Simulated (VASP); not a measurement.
# Rb4P (P1) in VASP: single point with PBE

Aim: the single point of Rb4P with PBE.

Everything below comes from runs of VASP 6.6.1. Logs are shortened: lines on timing, memory, paths and dates and some standing lists are left out, and cuts for length are marked.

**1. The cell of the first run**

The typed cell holds 10 atoms: a = 5.865 Å, b = 5.881 Å, c = 17.525 Å, α = 90.53°, β = 90.33°, γ = 90.01°.

**2. Single point, PBE**

The input, INCAR:

```
SYSTEM = Rb4P
PREC = Accurate ; ENCUT = 520
EDIFF = 1E-6 ; ISMEAR = 0
SIGMA = 0.2 ; LREAL = .FALSE.
LASPH = .TRUE. ; NELM = 80
ALGO = Normal ; ISIF = 2
LWAVE = .FALSE. ; LCHARG = .FALSE.
GGA = PE ; NBANDS = 52
```

The input, KPOINTS:

```
regular mesh
0
G
  4 4 2
  0 0 0
```

The input, POSCAR:

```
Rb4P
1.0
    5.8652963177     -0.0007357204     -0.0170038057
   -0.0007930065      5.8813918888     -0.0269880766
   -0.0514087125     -0.0805748704     17.5246241979
Rb P
8 2
Direct
    0.4885311977      0.0059271302      0.1082438365
    0.5151239930      0.0009582795      0.6077883301
    0.0132027146      0.4939180781      0.3920085003
   -0.0166374369      0.4998502168      0.8923565747
    0.5123251305     -0.0070637359      0.3912177131
    0.4839516813     -0.0004814164      0.8915839252
   -0.0113209311      0.5059500080      0.1086284457
    0.0148283496      0.5008776992      0.6081787159
   -0.0136803382      0.0027768948      0.0002147816
    0.0136756396     -0.0027131544      0.4997791769
```

Potentials or basis: VASP PAW PBE potentials, release 64 (Rb_sv, P).

Launch:

```bash
cat potpaw_PBE.64/Rb_sv/POTCAR potpaw_PBE.64/P/POTCAR > POTCAR
mpirun -np 1 vasp_std > vasp.out
```

OUTCAR:

```text
SYSTEM = Rb4P
   PREC = Accurate
   ENCUT = 520
   EDIFF = 1E-6
   ISMEAR = 0
   LREAL = .FALSE.
   LASPH = .TRUE.
   NELM = 80
   ISIF = 2
   GGA = PE

 ion  position               nearest neighbor table
   1  0.489  0.006  0.108-   9 3.49   9 3.49   6 3.80   7 4.15   7 4.15   7 4.15   7 4.15   5 4.96
                             4 5.61   4 5.61   4 5.62   4 5.62
   2  0.515  0.001  0.608-  10 3.49  10 3.49   5 3.80   8 4.15   8 4.15   8 4.15   8 4.15   6 4.98
                             3 5.61   3 5.61   3 5.62   3 5.63
   3  0.013  0.494  0.392-  10 3.49  10 3.50   8 3.79   5 4.15   5 4.15   5 4.15   5 4.16   7 4.97
                             2 5.61   2 5.61   2 5.62   2 5.63
   4  0.983  0.500  0.892-   9 3.50   9 3.50   7 3.79   6 4.15   6 4.15   6 4.15   6 4.16   8 4.98
                             1 5.61   1 5.61   1 5.62   1 5.62
   5  0.512  0.993  0.391-  10 3.49  10 3.50   2 3.80   3 4.15   3 4.15   3 4.15   3 4.16   1 4.96
                             8 5.62   8 5.63   8 5.63   8 5.64
   6  0.484  1.000  0.892-   9 3.49   9 3.50   1 3.80   4 4.15   4 4.15   4 4.15   4 4.16   2 4.98
                             7 5.63   7 5.63   7 5.63   7 5.64
   7  0.989  0.506  0.109-   9 3.50   9 3.50   4 3.79   1 4.15   1 4.15   1 4.15   1 4.15   3 4.97
                             6 5.63   6 5.63   6 5.63   6 5.64
   8  0.015  0.501  0.608-  10 3.50  10 3.50   3 3.79   2 4.15   2 4.15   2 4.15   2 4.15   4 4.98
                             5 5.62   5 5.63   5 5.63   5 5.64
   9  0.986  0.003  0.000-   1 3.49   1 3.49   6 3.49   4 3.50   4 3.50   6 3.50   7 3.50   7 3.50

  10  0.014  0.997  0.500-   2 3.49   2 3.49   3 3.49   5 3.49   3 3.50   8 3.50   5 3.50   8 3.50

  LATTYP: Found a triclinic cell.
 ALAT       =    19.3762072906
 B/A-ratio  =     0.3027073835
 C/A-ratio  =     0.3035399949
 COS(alpha) =     0.0002469627
 COS(beta)  =     0.2953065277
 COS(gamma) =     0.3080570110

  Lattice vectors:

 A1 = (   5.9174980367,  -5.8015527388, -17.5146399270)
 A2 = (   5.8652963177,  -0.0007357204,  -0.0170038057)
 A3 = (   0.0007930065,  -5.8813918888,   0.0269880766)

Analysis of symmetry for initial positions (statically):
=====================================================================
 Subroutine PRICEL returns:
 Original cell was already a primitive cell.

 Routine SETGRP: Setting up the symmetry group for a
 triclinic supercell.

 Subroutine GETGRP returns: Found  1 space group operations
 (whereof  1 operations were pure point group operations)
 out of a pool of  2 trial point group operations.

The static configuration has the point symmetry C_1 .

Analysis of symmetry for dynamics (positions and initial velocities):
=====================================================================
 Subroutine PRICEL returns:
 Original cell was already a primitive cell.

 Routine SETGRP: Setting up the symmetry group for a
 triclinic supercell.

 Subroutine GETGRP returns: Found  1 space group operations
 (whereof  1 operations were pure point group operations)
 out of a pool of  2 trial point group operations.

The dynamic configuration has the point symmetry C_1 .

 Subroutine INISYM returns: Found  1 space group operations
 (whereof  1 operations are pure point group operations),
 and found     1 'primitive' translations

----------------------------------------------------------------------------------------

                                     Primitive cell

  volume of cell :     604.5134

  direct lattice vectors                    reciprocal lattice vectors
     5.865296318 -0.000735720 -0.017003806     0.170495823  0.000025284  0.000500268
    -0.000793007  5.881391889 -0.026988077     0.000023595  0.170031370  0.000781841
    -0.051408713 -0.080574870 17.524624198     0.000165465  0.000261874  0.057064254

  length of vectors
     5.865321011  5.881453862 17.524884834     0.170496559  0.170033169  0.057065095

  position of ions in fractional coordinates (direct lattice)
     0.488531198  0.005927130  0.108243837
     0.515123993  0.000958279  0.607788330
     0.013202715  0.493918078  0.392008500
     0.983362563  0.499850217  0.892356575
     0.512325131  0.992936264  0.391217713
     0.483951681  0.999518584  0.891583925
     0.988679069  0.505950008  0.108628446
     0.014828350  0.500877699  0.608178716
     0.986319662  0.002776895  0.000214782
     0.013675640  0.997286846  0.499779177

  ion indices of the primitive-cell ions
   primitive index   ion index
                 1           1
                 2           2
                 3           3
                 4           4
                 5           5
                 6           6
                 7           7
                 8           8
                 9           9
                10          10

----------------------------------------------------------------------------------------

 KPOINTS: regular mesh

Automatic generation of k-mesh.
 Grid dimensions read from file:
 generate k-points for:    4    4    2

 Generating k-lattice:

  Cartesian coordinates                     Fractional coordinates (reciprocal lattice)
     0.042623956  0.000006321  0.000125067     0.250000000  0.000000000  0.000000000
     0.000005899  0.042507842  0.000195460    -0.000000000  0.250000000  0.000000000
     0.000082733  0.000130937  0.028532127     0.000000000  0.000000000  0.500000000

  Length of vectors
     0.042624140  0.042508292  0.028532547

  Shift w.r.t. Gamma in fractional coordinates (k-lattice)
     0.000000000  0.000000000  0.000000000

 Subroutine IBZKPT returns following result:
 ===========================================

 Found     20 irreducible k-points:

 Following reciprocal coordinates:
            Coordinates               Weight
  0.000000  0.000000  0.000000      1.000000
  0.250000 -0.000000  0.000000      2.000000
  0.500000 -0.000000  0.000000      1.000000
  0.000000  0.250000  0.000000      2.000000
  0.250000  0.250000  0.000000      2.000000
  0.500000  0.250000  0.000000      2.000000
[... 12 lines left out ...]
  0.250000  0.500000  0.500000      2.000000
  0.500000  0.500000  0.500000      1.000000
   k-points           NKPTS =     20   k-points in BZ     NKDIM =     20   number of bands    NBANDS=     52
   number of dos      NEDOS =    301   number of ions     NIONS =     10
   total plane-waves  NPLWV = 322560
   dimension x,y,z NGX =    48 NGY =   48 NGZ =  140
   dimension x,y,z NGXF=    96 NGYF=   96 NGZF=  280
   ions per type =               8   2
   NGX,Y,Z   is equivalent  to a cutoff of  13.61, 13.57, 13.28 a.u.
   NGXF,Y,Z  is equivalent  to a cutoff of  27.21, 27.14, 26.56 a.u.
 SYSTEM =  Rb4P
   PREC   = accura    normal or accurate (medium, high low for compatibility)
   ISTART =      0    job   : 0-new  1-cont  2-samecut
   ICHARG =      2    charge: 1-file 2-atom 10-const
   ISPIN  =      1    spin polarized calculation?
   LNONCOLLINEAR =      F non collinear calculations
   LSORBIT =      F    spin-orbit coupling
   LASPH  =      T    aspherical Exc in radial PAW
   ENCUT  =  520.0 eV  38.22 Ry    6.18 a.u.  10.91 10.94 32.58*2*pi/ulx,y,z
   NELM   =     80;   NELMIN=  2; NELMDL= -5     # of ELM steps
   EDIFF  = 0.1E-05   stopping-criterion for ELM
   LREAL  =      F    real-space projection
   EDIFFG = 0.1E-04   stopping-criterion for IOM
   NSW    =      0    number of steps for IOM
   IBRION =     -1    ionic relax: 0-MD 1-quasi-New 2-CG
   NFREE  =      0    steps in history (QN), initial steepest desc. (CG)
   ISIF   =      2    stress and relaxation
   ISYM   =      2    0-nonsym 1-usesym 2-fastsym
   POTIM  = 0.5000    time-step for ionic-motion
   TEBEG  =    0.0;   TEEND  =   0.0 temperature during run
   PSTRESS=    0.0 pullay stress
   NELECT =      82.0000    total number of electrons
   NUPDOWN=      -1.0000    fix difference up-down
   EMIN   =  10.00;   EMAX   =-10.00  energy-range for DOS
   EFERMI =   0.00;   METHOD = LEGACY
   ISMEAR =     0;   SIGMA  =   0.20  broadening in eV -4-tet -1-fermi 0-gaus
   EFERMI_NEDOS =   21; number of points for ismear=-14 and -15
   IALGO  =     38    algorithm
   IMIX   =      4    mixing-type and parameters
     AMIX     =   0.40;   BMIX     =  1.00
     AMIX_MAG =   1.60;   BMIX_MAG =  1.00
  volume/ion in A,a.u.               =      60.45       407.95
  Fermi-wavevector in a.u.,A,eV,Ry     =   0.841158  1.589558  9.626754  0.707546
  Thomas-Fermi vector in A             =   1.955657
   LORBIT       =      0    0 simple, 1 ext, 2 COOP (PROOUT), +10 PAW based schemes
   GGA     = PE    functional components
   LHFCALC =     F    Hartree Fock is set to
   AEXX    =    0.0000 exact exchange contribution
   IVDW    =     0    specifies the selected vdW correction
   LEPSILON=     F    determine dielectric tensor
   LRPA    =     F    only Hartree local field effects (RPA)
 non-spin polarized calculation
 Gauss-broadening in eV      SIGMA  =   0.20
  energy-cutoff  :      520.00
  volume of cell :      604.51
 maximum number of plane-waves:     16323
 NGX is ok and might be reduce to    48
   NGX = 21   NGY = 21   NGZ = 65

 number of electron      81.9999998 magnetization

 Free energy of the ion-electron system (eV)
  ---------------------------------------------------
  ext. energy  EPLUGINS =         0.00000000
  ---------------------------------------------------
  free energy    TOTEN  =       -19.22350086 eV

  energy without entropy =      -19.11472879  energy(sigma->0) =      -19.16911483

 E-fermi :   0.5328     XC(G=0):  -6.1508

 val. band max:        0.5091619895   @ k =   0.2500   0.2500   0.5000
 cond. band min:       0.5593465003   @ k =   0.2500   0.2500   0.0000
 fundamental gap:      0.0501845109
 Fermi energy:         0.5328047202

 k-point     1 :       0.0000    0.0000    0.0000
  band No.  band energies     occupation
      1     -27.7738      2.00000
      2     -27.7729      2.00000
      3     -27.7510      2.00000
      4     -27.7502      2.00000
      5     -27.7365      2.00000
      6     -27.7358      2.00000
[... 44 lines left out ...]
     51       3.2744      0.00000
     52       3.3065      0.00000
[... 1043 lines left out ...]
     51       3.2681      0.00000
     52       3.2756      0.00000

------------------------ aborting loop because EDIFF is reached ----------------------------------------

  FORCE on cell =-STRESS in cart. coord.  units (eV):
  Direction    XX          YY          ZZ          XY          YZ          ZX
  --------------------------------------------------------------------------------------
  -------------------------------------------------------------------------------------
  Total        0.0748506      0.0021224      0.0696065      0.0054364     -0.0170024     -0.0053682
  in kB        0.1983809      0.0056250      0.1844823      0.0144084     -0.0450625     -0.0142276
  external PRESSURE =       0.1294961 kB  Pullay stress =       0.0000000 kB

 VOLUME and BASIS-vectors are now :
 -----------------------------------------------------------------------------
  energy-cutoff  :      520.00
  volume of cell :      604.51
      direct lattice vectors                 reciprocal lattice vectors
     5.865296318 -0.000735720 -0.017003806     0.170495823  0.000025284  0.000500268
    -0.000793007  5.881391889 -0.026988077     0.000023595  0.170031370  0.000781841
    -0.051408713 -0.080574870 17.524624198     0.000165465  0.000261874  0.057064254

 POSITION                                       TOTAL-FORCE (eV/Angst)
 -----------------------------------------------------------------------------------
      2.85981      0.02578      1.88847        -0.000964      0.001340     -0.001848
      2.99011     -0.04372     10.64248         0.001101      0.000823      0.000833
      0.05689      2.87333      6.85625        -0.001838     -0.002241     -0.001615
      5.72144      2.86719     15.60800         0.000167     -0.001337     -0.001101
      2.98404      5.80795      6.82043         0.001349      0.002185      0.002593
      2.79189      5.80637     15.58947        -0.000945      0.000554      0.002809
      5.79291      2.96621      1.87321        -0.001030     -0.000563     -0.002224
      0.05531      2.89684     10.64433         0.002276     -0.001735      0.000483
      5.78504      0.01559     -0.01308        -0.001213      0.000766     -0.000758
      0.05373      5.82516      8.73129         0.001097      0.000207      0.000828
 -----------------------------------------------------------------------------------
    total drift:                                0.000016      0.000020     -0.000020

  FREE ENERGIE OF THE ION-ELECTRON SYSTEM (eV)
  ---------------------------------------------------
  free  energy   TOTEN  =       -19.2235008592 eV

  energy  without entropy=      -19.1147287948  energy(sigma->0) =      -19.16911483
```

Wall time 20 min (1 thread of Intel Xeon Platinum 8259CL at 2.50GHz (Skylake/Cascade Lake), shared host); peak memory 0.94 GiB.

What came out:

* Free energy: -19.2235 eV
* Pressure: 0.0 GPa
* Largest force: 0.004 eV/Å
* Band gap on the k mesh: zero (bands 41 and 42 overlap by 1.29 eV)

Forces in eV/Å, atoms in the order of the input:
```
Rb  -0.001  0.001 -0.002
Rb   0.001  0.001  0.001
Rb  -0.002 -0.002 -0.002
Rb   0.000 -0.001 -0.001
Rb   0.001  0.002  0.003
Rb  -0.001  0.001  0.003
Rb  -0.001 -0.001 -0.002
Rb   0.002 -0.002  0.000
P   -0.001  0.001 -0.001
P    0.001  0.000  0.001
```

The gap in the log of VASP goes by the Fermi energy; the results here count the filled bands.